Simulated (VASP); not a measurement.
## SrO: single point with PBE

Crystal: SrO.

```
CELL_PARAMETERS angstrom
3.56324 0.00000 0.00000
-1.78162 3.08585 0.00000
0.00000 0.00000 6.25510
ATOMIC_POSITIONS crystal
Sr 0.00000 0.00000 0.00000
Sr 0.00000 0.00000 0.50000
O 0.33333 0.66667 0.25000
O 0.66667 0.33333 0.75000
```

- Program: VASP 6.6.1
- Task: single point
- Functional: PBE
- Potentials or basis: VASP PAW PBE potentials, release 64 (Sr_sv, O)
- Cutoff: 520 eV
- k mesh: 6 × 6 × 4
- Occupations: gaussian, width 0.01 eV
- Spin: no spin polarisation

The pressure is 2.6 GPa. The band gap on the k mesh is 3.40 eV.

Stress tensor (GPa, compression positive):
```
2.35 0.00 0.00
0.00 2.35 0.00
0.00 0.00 2.99
```

Levels at points of the mesh, in eV from the valence-band top:
```csv
k point,band 13,band 14,band 15,band 16,band 17,band 18,band 19,band 20
"(0.00, 0.00, 0.00)",-0.99,-0.14,0.00,0.00,3.40,4.35,6.54,6.54
"(0.50, 0.00, 0.00)",-1.12,-0.56,-0.27,-0.10,3.64,5.73,6.84,7.38
"(0.00, 0.00, 0.50)",-0.53,-0.53,-0.53,-0.53,5.34,5.34,6.49,6.49
"(0.50, 0.00, 0.50)",-0.84,-0.84,-0.62,-0.62,4.83,4.83,8.14,8.14
```

Run time: 18 s on 1 thread of Intel(R) Xeon(R) 6975P-C (Granite Rapids), with other jobs on the host, peak memory 0.19 GiB.

A k mesh can miss the band edges.
